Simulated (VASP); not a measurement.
# SnTe3 (Im-3m) in VASP: further runs, part 2 of 2

VASP 6.6.1. The steps go on from the part before.

## Step 3: Single point, PBE (29.06 Å³/atom)

This run uses another cell than the first one, of 29.06 Å³/atom.

Input file INCAR:

```
  PREC = Accurate
  ENCUT = 520
  EDIFF = 1E-6
  ISMEAR = 0
  SIGMA = 0.1
  LREAL = False
  LASPH = True
  NELM = 80
  ALGO = Normal
  ISIF = 2
  LWAVE = False
  LCHARG = False
  GGA = PE
  NBANDS = 24
```

Input file KPOINTS:

```
regular mesh
0
Gamma
  10 10 10
```

Input file POSCAR:

```
SnTe3
1.0
   -3.0744589831      3.0744589831      3.0744589831
    3.0744589831     -3.0744589831      3.0744589831
    3.0744589831      3.0744589831     -3.0744589831
Sn Te
1 3
Direct
    0.0000000000      0.0000000000      0.0000000000
    0.0000000000      0.5000000000      0.5000000000
    0.5000000000      0.0000000000      0.5000000000
    0.5000000000      0.5000000000      0.0000000000
```

Potentials or basis: VASP PAW PBE potentials, release 64 (Sn_d, Te).

Run with:

```
cat potpaw_PBE.64/Sn_d/POTCAR potpaw_PBE.64/Te/POTCAR > POTCAR
mpirun -np 1 vasp_std > vasp.out
```

OUTCAR:

```text
PREC = Accurate
   ENCUT = 520
   EDIFF = 1E-6
   ISMEAR = 0
   LREAL = False
   LASPH = True
   NELM = 80
   ISIF = 2
   GGA = PE

 ion  position               nearest neighbor table
   1  0.000  0.000  0.000-   2 3.07   3 3.07   4 3.07   2 3.07   3 3.07   4 3.07
   2  0.000  0.500  0.500-   1 3.07   3 3.07   4 3.07   1 3.07   4 3.07   3 3.07
   3  0.500  0.000  0.500-   1 3.07   2 3.07   4 3.07   4 3.07   1 3.07   2 3.07
   4  0.500  0.500  0.000-   1 3.07   2 3.07   3 3.07   3 3.07   2 3.07   1 3.07

  LATTYP: Found a body centered cubic cell.
 ALAT       =     6.1489179662

  Lattice vectors:

 A1 = (  -3.0744589831,   3.0744589831,   3.0744589831)
 A2 = (   3.0744589831,  -3.0744589831,   3.0744589831)
 A3 = (   3.0744589831,   3.0744589831,  -3.0744589831)

Analysis of symmetry for initial positions (statically):
=====================================================================
 Subroutine PRICEL returns:
 Original cell was already a primitive cell.

 Routine SETGRP: Setting up the symmetry group for a
 body centered cubic supercell.

 Subroutine GETGRP returns: Found 48 space group operations
 (whereof 48 operations were pure point group operations)
 out of a pool of 48 trial point group operations.

The static configuration has the point symmetry O_h .

Analysis of symmetry for dynamics (positions and initial velocities):
=====================================================================
 Subroutine PRICEL returns:
 Original cell was already a primitive cell.

 Routine SETGRP: Setting up the symmetry group for a
 body centered cubic supercell.

 Subroutine GETGRP returns: Found 48 space group operations
 (whereof 48 operations were pure point group operations)
 out of a pool of 48 trial point group operations.

The dynamic configuration has the point symmetry O_h .

 Subroutine INISYM returns: Found 48 space group operations
 (whereof 48 operations are pure point group operations),
 and found     1 'primitive' translations

----------------------------------------------------------------------------------------

                                     Primitive cell

  volume of cell :     116.2428

  direct lattice vectors                    reciprocal lattice vectors
    -3.074458983  3.074458983  3.074458983     0.000000000  0.162630239  0.162630239
     3.074458983 -3.074458983  3.074458983     0.162630239  0.000000000  0.162630239
     3.074458983  3.074458983 -3.074458983     0.162630239  0.162630239  0.000000000

  length of vectors
     5.325119165  5.325119165  5.325119165     0.229993890  0.229993890  0.229993890

  position of ions in fractional coordinates (direct lattice)
     0.000000000  0.000000000  0.000000000
     0.000000000  0.500000000  0.500000000
     0.500000000  0.000000000  0.500000000
     0.500000000  0.500000000  0.000000000

  ion indices of the primitive-cell ions
   primitive index   ion index
                 1           1
                 2           2
                 3           3
                 4           4

----------------------------------------------------------------------------------------

 KPOINTS: regular mesh

Automatic generation of k-mesh.
 Grid dimensions read from file:
 generate k-points for:   10   10   10

 Generating k-lattice:

  Cartesian coordinates                     Fractional coordinates (reciprocal lattice)
     0.000000000  0.016263024  0.016263024     0.100000000  0.000000000  0.000000000
     0.016263024  0.000000000  0.016263024     0.000000000  0.100000000  0.000000000
     0.016263024  0.016263024  0.000000000     0.000000000  0.000000000  0.100000000

  Length of vectors
     0.022999389  0.022999389  0.022999389

  Shift w.r.t. Gamma in fractional coordinates (k-lattice)
     0.000000000  0.000000000  0.000000000

 Subroutine IBZKPT returns following result:
 ===========================================

 Found     47 irreducible k-points:

 Following reciprocal coordinates:
            Coordinates               Weight
  0.000000  0.000000  0.000000      1.000000
  0.100000  0.000000  0.000000     12.000000
  0.200000  0.000000  0.000000     12.000000
  0.300000  0.000000  0.000000     12.000000
  0.400000  0.000000  0.000000     12.000000
  0.500000  0.000000  0.000000      6.000000
[... 16 lines left out ...]
  0.300000  0.300000  0.100000      8.000000
 -0.300000  0.300000  0.100000     24.000000
 [... further k-points ...]
   k-points           NKPTS =     47   k-points in BZ     NKDIM =     47   number of bands    NBANDS=     24
   number of dos      NEDOS =    301   number of ions     NIONS =      4
   total plane-waves  NPLWV =  64000
   dimension x,y,z NGX =    40 NGY =   40 NGZ =   40
   dimension x,y,z NGXF=    80 NGYF=   80 NGZF=   80
   ions per type =               1   3
   NGX,Y,Z   is equivalent  to a cutoff of  12.49, 12.49, 12.49 a.u.
   NGXF,Y,Z  is equivalent  to a cutoff of  24.98, 24.98, 24.98 a.u.
 SYSTEM =  unknown system
   PREC   = accura    normal or accurate (medium, high low for compatibility)
   ISTART =      0    job   : 0-new  1-cont  2-samecut
   ICHARG =      2    charge: 1-file 2-atom 10-const
   ISPIN  =      1    spin polarized calculation?
   LNONCOLLINEAR =      F non collinear calculations
   LSORBIT =      F    spin-orbit coupling
   LASPH  =      T    aspherical Exc in radial PAW
   ENCUT  =  520.0 eV  38.22 Ry    6.18 a.u.   9.90  9.90  9.90*2*pi/ulx,y,z
   NELM   =     80;   NELMIN=  2; NELMDL= -5     # of ELM steps
   EDIFF  = 0.1E-05   stopping-criterion for ELM
   LREAL  =      F    real-space projection
   EDIFFG = 0.1E-04   stopping-criterion for IOM
   NSW    =      0    number of steps for IOM
   IBRION =     -1    ionic relax: 0-MD 1-quasi-New 2-CG
   NFREE  =      0    steps in history (QN), initial steepest desc. (CG)
   ISIF   =      2    stress and relaxation
   ISYM   =      2    0-nonsym 1-usesym 2-fastsym
   POTIM  = 0.5000    time-step for ionic-motion
   TEBEG  =    0.0;   TEEND  =   0.0 temperature during run
   PSTRESS=    0.0 pullay stress
   NELECT =      32.0000    total number of electrons
   NUPDOWN=      -1.0000    fix difference up-down
   EMIN   =  10.00;   EMAX   =-10.00  energy-range for DOS
   EFERMI =   0.00;   METHOD = LEGACY
   ISMEAR =     0;   SIGMA  =   0.10  broadening in eV -4-tet -1-fermi 0-gaus
   EFERMI_NEDOS =   21; number of points for ismear=-14 and -15
   IALGO  =     38    algorithm
   IMIX   =      4    mixing-type and parameters
     AMIX     =   0.40;   BMIX     =  1.00
     AMIX_MAG =   1.60;   BMIX_MAG =  1.00
  volume/ion in A,a.u.               =      29.06       196.11
  Fermi-wavevector in a.u.,A,eV,Ry     =   1.064967  2.012496 15.431110  1.134155
  Thomas-Fermi vector in A             =   2.200503
   LORBIT       =      0    0 simple, 1 ext, 2 COOP (PROOUT), +10 PAW based schemes
   GGA     = PE    functional components
   LHFCALC =     F    Hartree Fock is set to
   AEXX    =    0.0000 exact exchange contribution
   IVDW    =     0    specifies the selected vdW correction
   LEPSILON=     F    determine dielectric tensor
   LRPA    =     F    only Hartree local field effects (RPA)
 non-spin polarized calculation
 Gauss-broadening in eV      SIGMA  =   0.10
  energy-cutoff  :      520.00
  volume of cell :      116.24
 maximum number of plane-waves:      3164
   NGX = 19   NGY = 19   NGZ = 19

 number of electron      32.0000006 magnetization

 Free energy of the ion-electron system (eV)
  ---------------------------------------------------
  ext. energy  EPLUGINS =         0.00000000
  ---------------------------------------------------
  free energy    TOTEN  =       -13.34883631 eV

  energy without entropy =      -13.33799056  energy(sigma->0) =      -13.34341343

 E-fermi :   7.8140     XC(G=0):  -9.8157

 val. band max:        7.8092501281   @ k =   0.5000   0.5000   0.1000
 cond. band min:       7.8172711840   @ k =   0.3000   0.2000   0.2000
 fundamental gap:      0.0080210559
 Fermi energy:         7.8139723169

 k-point     1 :       0.0000    0.0000    0.0000
  band No.  band energies     occupation
      1     -13.7530      2.00000
      2     -13.7530      2.00000
      3     -13.7306      2.00000
      4     -13.7306      2.00000
      5     -13.7306      2.00000
      6      -6.1579      2.00000
[... 637 lines left out ...]
     23      12.5584      0.00000
     24      13.4972      0.00000

 [... further k-points ...]

------------------------ aborting loop because EDIFF is reached ----------------------------------------

  FORCE on cell =-STRESS in cart. coord.  units (eV):
  Direction    XX          YY          ZZ          XY          YZ          ZX
  --------------------------------------------------------------------------------------
  -------------------------------------------------------------------------------------
  Total        5.3036916      5.3036916      5.3036916     -0.0000000     -0.0000000     -0.0000000
  in kB       73.1009040     73.1009040     73.1009040     -0.0000000     -0.0000000     -0.0000000
  external PRESSURE =      73.1009040 kB  Pullay stress =       0.0000000 kB

 VOLUME and BASIS-vectors are now :
 -----------------------------------------------------------------------------
  energy-cutoff  :      520.00
  volume of cell :      116.24
      direct lattice vectors                 reciprocal lattice vectors
    -3.074458983  3.074458983  3.074458983     0.000000000  0.162630239  0.162630239
     3.074458983 -3.074458983  3.074458983     0.162630239  0.000000000  0.162630239
     3.074458983  3.074458983 -3.074458983     0.162630239  0.162630239  0.000000000

 POSITION                                       TOTAL-FORCE (eV/Angst)
 -----------------------------------------------------------------------------------
      0.00000      0.00000      0.00000        -0.000000      0.000000      0.000000
      3.07446      0.00000      0.00000        -0.000000      0.000000     -0.000000
      0.00000      3.07446      0.00000         0.000000      0.000000     -0.000000
      0.00000      0.00000      3.07446         0.000000     -0.000000      0.000000
 -----------------------------------------------------------------------------------
    total drift:                               -0.000000      0.000000      0.000000

  FREE ENERGIE OF THE ION-ELECTRON SYSTEM (eV)
  ---------------------------------------------------
  free  energy   TOTEN  =       -13.3488363097 eV

  energy  without entropy=      -13.3379905579  energy(sigma->0) =      -13.34341343
```

Wall time 3.2 min (1 thread of Intel Xeon 8259CL, shared host); peak memory 0.31 GiB.

Results:

- Free energy: -13.3488 eV
- Pressure: 7.3 GPa
- Band gap on the k mesh: zero (bands 16 and 17 overlap by 3.93 eV)

Caveat: the cell stands under pressure; spin-orbit coupling is left out, which moves the levels of the heavy elements.
